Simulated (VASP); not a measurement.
# Re (P6_3/mmc) in VASP: further runs

Re is run at these levels: BLYP; tasks: single point.

Program: VASP 6.6.1. These are calculated values, not measurements. Logs are shortened: lines on timing, memory, paths and dates and some standing lists are left out, and cuts for length are marked.

## 1. The cell of the first run

It takes space group P6_3/mmc (No. 194, hexagonal). Conventional cell: a = 2.852 Å, b = 2.852 Å, c = 4.585 Å, α = 90.00°, β = 90.00°, γ = 120.00°. Within 3.7 Å of Re (site symmetry -6m2) lie 12 Re at 2.82 to 2.85 Å.

## 2. Single point, BLYP (16.15 Å³/atom)

INCAR reads:

```
AGGAC    = 1.0          
AGGAX    = 1.0          
ALDAC    = 0.0          
ALDAX    = 1.0          
ALGO     = Normal         # electronic algorithm
EDIFF    = 1E-6           # SCF threshold, eV
ENCUT    = 520            # plane-wave cutoff, eV
GGA      = B5             # functional
ISIF     = 2              # what is computed and relaxed
ISMEAR   = -1             # smearing method
LASPH    = True           # aspherical terms in the spheres
LCHARG   = True           # write CHGCAR
LELF     = True           # ELF
LREAL    = False          # projectors in reciprocal space
LVHAR    = True         
LWAVE    = False          # write WAVECAR
NBANDS   = 14             # bands
NELM     = 100            # most SCF steps
PREC     = Accurate       # precision mode
SIGMA    = 0.1            # smearing width, eV
```

KPOINTS reads:

```
k-points
0
Gamma
  21 21 12
```

POSCAR reads:

```
Re
1.0
    2.8521260107      0.0000000000      0.0000000000
   -1.4260630053      2.4700135800      0.0000000000
    0.0000000000      0.0000000000      4.5854490055
Re
2
Direct
    0.3333333333      0.6666666667      0.2500000000
    0.6666666667      0.3333333333      0.7500000000
```

Potentials or basis: VASP PAW PBE potentials, release 64 (Re).

On the command line:

```
$ cat potpaw_PBE.64/Re/POTCAR > POTCAR
$ mpirun -np 1 vasp_std > vasp.out
```

OUTCAR:

```text
EDIFF = 1E-6
   ENCUT = 520
   GGA = B5
   ISIF = 2
   ISMEAR = -1
   LASPH = True
   LREAL = False
   NELM = 100
   PREC = Accurate

 ion  position               nearest neighbor table
   1  0.333  0.667  0.250-   2 2.82   2 2.82   2 2.82   2 2.82   2 2.82   2 2.82
   2  0.667  0.333  0.750-   1 2.82   1 2.82   1 2.82   1 2.82   1 2.82   1 2.82

  LATTYP: Found a hexagonal cell.
 ALAT       =     2.8521260107
 C/A-ratio  =     1.6077301593

  Lattice vectors:

 A1 = (   2.8521260107,   0.0000000000,   0.0000000000)
 A2 = (  -1.4260630053,   2.4700135800,   0.0000000000)
 A3 = (   0.0000000000,   0.0000000000,   4.5854490055)

Analysis of symmetry for initial positions (statically):
=====================================================================
 Subroutine PRICEL returns:
 Original cell was already a primitive cell.

 Routine SETGRP: Setting up the symmetry group for a
 hexagonal supercell.

 Subroutine GETGRP returns: Found 24 space group operations
 (whereof 12 operations were pure point group operations)
 out of a pool of 24 trial point group operations.

The static configuration has the point symmetry D_3d.
 The point group associated with its full space group is D_6h.

Analysis of symmetry for dynamics (positions and initial velocities):
=====================================================================
 Subroutine PRICEL returns:
 Original cell was already a primitive cell.

 Routine SETGRP: Setting up the symmetry group for a
 hexagonal supercell.

 Subroutine GETGRP returns: Found 24 space group operations
 (whereof 12 operations were pure point group operations)
 out of a pool of 24 trial point group operations.

The dynamic configuration has the point symmetry D_3d.
 The point group associated with its full space group is D_6h.

 Subroutine INISYM returns: Found 24 space group operations
 (whereof 12 operations are pure point group operations),
 and found     1 'primitive' translations

----------------------------------------------------------------------------------------

                                     Primitive cell

  volume of cell :      32.3035

  direct lattice vectors                    reciprocal lattice vectors
     2.852126011  0.000000000  0.000000000     0.350615645  0.202428037  0.000000000
    -1.426063005  2.470013580  0.000000000     0.000000000  0.404856074  0.000000000
     0.000000000  0.000000000  4.585449006     0.000000000  0.000000000  0.218081152

  length of vectors
[... 92 lines left out ...]
   PSTRESS=    0.0 pullay stress
   NELECT =      14.0000    total number of electrons
   NUPDOWN=      -1.0000    fix difference up-down
   EMIN   =  10.00;   EMAX   =-10.00  energy-range for DOS
   EFERMI =   0.00;   METHOD = LEGACY
   ISMEAR =    -1;   SIGMA  =   0.10  broadening in eV -4-tet -1-fermi 0-gaus
   EFERMI_NEDOS =   21; number of points for ismear=-14 and -15
   IALGO  =     38    algorithm
   IMIX   =      4    mixing-type and parameters
     AMIX     =   0.40;   BMIX     =  1.00
     AMIX_MAG =   1.60;   BMIX_MAG =  1.00
  volume/ion in A,a.u.               =      16.15       109.00
  Fermi-wavevector in a.u.,A,eV,Ry     =   1.238894  2.341170 20.883021  1.534859
  Thomas-Fermi vector in A             =   2.373400
   LORBIT       =      0    0 simple, 1 ext, 2 COOP (PROOUT), +10 PAW based schemes
   GGA     = B5    functional components
   LHFCALC =     F    Hartree Fock is set to
   AEXX    =    0.0000 exact exchange contribution
   IVDW    =     0    specifies the selected vdW correction
   LEPSILON=     F    determine dielectric tensor
   LRPA    =     F    only Hartree local field effects (RPA)
 non-spin polarized calculation
  energy-cutoff  :      520.00
  volume of cell :       32.30
 maximum number of plane-waves:       886
 NGX is ok and might be reduce to    24
   NGX = 11   NGY = 11   NGZ = 17

 number of electron      13.9999999 magnetization

 Free energy of the ion-electron system (eV)
  ---------------------------------------------------
  ext. energy  EPLUGINS =         0.00000000
  ---------------------------------------------------
  free energy    TOTEN  =       -21.52925874 eV

  energy without entropy =      -21.46708090  energy(sigma->0) =      -21.49816982

 E-fermi :   7.3701     XC(G=0): -12.5281

 val. band max:        7.3649354378   @ k =   0.1429   0.0952   0.2500
 cond. band min:       7.3703257771   @ k =   0.0952   0.0000   0.0833
 fundamental gap:      0.0053903392
 Fermi energy:         7.3701395672

 k-point     1 :       0.0000    0.0000    0.0000
  band No.  band energies     occupation
      1      -1.6828      2.00000
      2       1.4588      2.00000
      3       5.9691      2.00000
      4       5.9691      2.00000
      5       6.0034      2.00000
      6       6.6854      1.99788
      7       6.6854      1.99788
      8       7.4537      0.60501
      9       7.4537      0.60501
     10       8.1829      0.00059
     11      10.2740      0.00000
     12      10.2740      0.00000
     13      16.2466      0.00000
     14      21.6659      0.00000
[... 377 lines left out ...]
      1       0.3797      2.00000
      2       2.9709      2.00000
      3       4.4310      2.00000
      4       4.5390      2.00000
      5       5.8285      2.00000
      6       6.0601      2.00000
      7       7.0792      1.89658
      8       7.5399      0.30944
      9       8.0627      0.00196
     10       8.7708      0.00000
     11      10.7464      0.00000
     12      15.3145      0.00000
     13      15.8113      0.00000
     14      21.5728      0.00000

 [... further k-points ...]

------------------------ aborting loop because EDIFF is reached ----------------------------------------

  FORCE on cell =-STRESS in cart. coord.  units (eV):
  Direction    XX          YY          ZZ          XY          YZ          ZX
  --------------------------------------------------------------------------------------
  -------------------------------------------------------------------------------------
  Total       -2.0329113     -2.0329113     -2.0823661     -0.0000000      0.0000000      0.0000000
  in kB     -100.8275207   -100.8275207   -103.2803624     -0.0000000      0.0000000      0.0000000
  external PRESSURE =    -101.6451346 kB  Pullay stress =       0.0000000 kB

 VOLUME and BASIS-vectors are now :
 -----------------------------------------------------------------------------
  energy-cutoff  :      520.00
  volume of cell :       32.30
      direct lattice vectors                 reciprocal lattice vectors
     2.852126011  0.000000000  0.000000000     0.350615645  0.202428037  0.000000000
    -1.426063005  2.470013580  0.000000000     0.000000000  0.404856074  0.000000000
     0.000000000  0.000000000  4.585449006     0.000000000  0.000000000  0.218081152

 POSITION                                       TOTAL-FORCE (eV/Angst)
 -----------------------------------------------------------------------------------
     -0.00000      1.64668      1.14636        -0.000000      0.000000      0.000000
      1.42606      0.82334      3.43909         0.000000     -0.000000      0.000000
 -----------------------------------------------------------------------------------
    total drift:                               -0.000000      0.000000     -0.000000

  FREE ENERGIE OF THE ION-ELECTRON SYSTEM (eV)
  ---------------------------------------------------
  free  energy   TOTEN  =       -21.5292587387 eV

  energy  without entropy=      -21.4670808967  energy(sigma->0) =      -21.49816982
```

Wall time 54 s (1 thread of Intel Xeon 6975P-C (Granite Rapids), shared host); peak memory 0.26 GiB.

What came out:

| Property | Result |
| --- | --- |
| Free energy | -21.5293 eV |
| Pressure | -10.2 GPa |
| Band gap on the k mesh | zero (bands 7 and 8 overlap by 3.08 eV) |

Caveat: the cell stands under tension; the PAW data sets were made with another functional, which shifts forces and pressure a little; spin-orbit coupling is left out, which moves the levels of the heavy elements.

## 3. Single point, BLYP (16.77 Å³/atom)

This run uses another cell than the first one, of 16.77 Å³/atom.

INCAR reads:

```
SYSTEM = Re
PREC     = Accurate       ! precision mode
ENCUT    = 520            ! plane-wave cutoff, eV
EDIFF    = 1E-6           ! SCF threshold, eV
ISMEAR   = -1             ! smearing method
SIGMA    = 0.1            ! smearing width, eV
LREAL    = .False.        ! projectors in reciprocal space
LASPH    = .True.         ! aspherical terms in the spheres
NELM     = 60             ! most SCF steps
ALGO     = Normal         ! electronic algorithm
ISIF     = 2              ! what is computed and relaxed
LWAVE    = .False.        ! write WAVECAR
LCHARG   = .False.        ! write CHGCAR
GGA      = B5             ! functional
ALDAX    = 1.0          
AGGAX    = 1.0          
AGGAC    = 1.0          
ALDAC    = 0.0          
NBANDS   = 14             ! bands
```

KPOINTS reads:

```
regular mesh
0
Gamma
  21 21 12
  0 0 0
```

POSCAR reads:

```
Re
1.0
    2.8882327046      0.0000000000      0.0000000000
   -1.4441163523      2.5012828942      0.0000000000
    0.0000000000      0.0000000000      4.6434988263
Re
2
Direct
    0.3333333333      0.6666666667      0.2500000000
    0.6666666667      0.3333333333      0.7500000000
```

Potentials or basis: VASP PAW PBE potentials, release 64 (Re).

On the command line:

```
$ cat potpaw_PBE.64/Re/POTCAR > POTCAR
$ mpirun -np 1 vasp_std > vasp.out
```

It took 53 s on 1 thread of Intel Xeon 6975P-C (Granite Rapids), shared host; peak memory 0.27 GiB.

Results (log left out):

| Item | Value |
| --- | --- |
| Free energy | -21.4128 eV |
| Pressure | -19.7 GPa |
| Band gap on the k mesh | zero (bands 7 and 8 overlap by 2.92 eV) |

Stress tensor (GPa, compression positive):
```
-19.54   0.00   0.00
  0.00 -19.54   0.00
  0.00   0.00 -20.06
```

Levels at points of the mesh, in eV from the Fermi level:
```csv
k point,band 3,band 4,band 5,band 6,band 7,band 8,band 9,band 10,band 11,band 12
"(0.00, 0.00, 0.00)",-1.32,-1.32,-1.29,-0.65,-0.65,0.08,0.08,0.77,2.75,2.75
"(0.00, 0.00, 0.50)",-1.96,-1.96,-1.45,-1.45,-1.45,-1.45,2.03,2.03,2.03,2.03
```

Caveat: the cell stands under tension; the PAW data sets were made with another functional, which shifts forces and pressure a little; spin-orbit coupling is left out, which moves the levels of the heavy elements.

## 4. Single point, BLYP (17.39 Å³/atom)

This run uses another cell than the first one, of 17.39 Å³/atom.

INCAR reads:

```
SYSTEM = Re
AGGAC    = 1.0          
AGGAX    = 1.0          
ALDAC    = 0.0          
ALDAX    = 1.0          
ALGO     = Normal         ! electronic algorithm
EDIFF    = 1E-7           ! SCF threshold, eV
ENCUT    = 520            ! plane-wave cutoff, eV
GGA      = B5             ! functional
ISIF     = 2              ! what is computed and relaxed
ISMEAR   = -1             ! smearing method
LASPH    = .True.         ! aspherical terms in the spheres
LCHARG   = .False.        ! write CHGCAR
LREAL    = .False.        ! projectors in reciprocal space
LWAVE    = .False.        ! write WAVECAR
NBANDS   = 14             ! bands
NELM     = 100            ! most SCF steps
PREC     = Accurate       ! precision mode
SIGMA    = 0.1            ! smearing width, eV
```

KPOINTS reads:

```
k-points
0
Gamma
  21 21 12
  0 0 0
```

POSCAR reads:

```
Re
1.0
    2.9234585263      0.0000000000      0.0000000000
   -1.4617292632      2.5317893507      0.0000000000
    0.0000000000      0.0000000000      4.7001324423
Re
2
Direct
    0.3333333333      0.6666666667      0.2500000000
    0.6666666667      0.3333333333      0.7500000000
```

On the command line:

```
$ cat potpaw_PBE.64/Re/POTCAR > POTCAR
$ mpirun -np 1 vasp_std > vasp.out
```

Run time: 64 s. Hardware: 1 thread of Intel Xeon 6975P-C (Granite Rapids), shared host; peak memory 0.27 GiB.

Results (log left out):

- Free energy: -21.2301 eV
- Pressure: -27.3 GPa
- Band gap on the k mesh: zero (bands 7 and 8 overlap by 2.78 eV)

Stress tensor (GPa, compression positive):
```
-27.03   0.00   0.00
  0.00 -27.03   0.00
  0.00   0.00 -27.81
```

Levels at points of the mesh, in eV from the Fermi level:
```csv
k point,band 4,band 5,band 6,band 7,band 8,band 9,band 10,band 11
"(0.00, 0.00, 0.00)",-1.25,-1.22,-0.61,-0.61,0.07,0.07,0.73,2.60
"(0.00, 0.00, 0.50)",-1.87,-1.37,-1.37,-1.37,-1.37,1.92,1.92,1.92
```

Caveat: the cell stands under tension; the PAW data sets were made with another functional, which shifts forces and pressure a little; spin-orbit coupling is left out, which moves the levels of the heavy elements.

## 5. Overview

```tsv
cell	gap on the mesh (eV)	pressure (GPa)
a = 2.852, b = 2.852, c = 4.585 Å, angles 90.0, 90.0, 120.0°, 2 atoms	none	-10.2
a = 2.888, b = 2.888, c = 4.643 Å, angles 90.0, 90.0, 120.0°, 2 atoms	none	-19.7
a = 2.923, b = 2.923, c = 4.700 Å, angles 90.0, 90.0, 120.0°, 2 atoms	none	-27.3
```

Alike in all rows: task single point; level BLYP; potentials or basis VASP PAW PBE potentials, release 64 (Re); no spin polarisation; k mesh 21 × 21 × 12; cutoff (eV) 520; smearing fermi-dirac 0.1 eV.

Caveats: the cell stands under tension; the PAW data sets were made with another functional, which shifts forces and pressure a little; spin-orbit coupling is left out, which moves the levels of the heavy elements.

Total energies depend on the potentials used, so only differences within one code and one set of settings carry meaning.
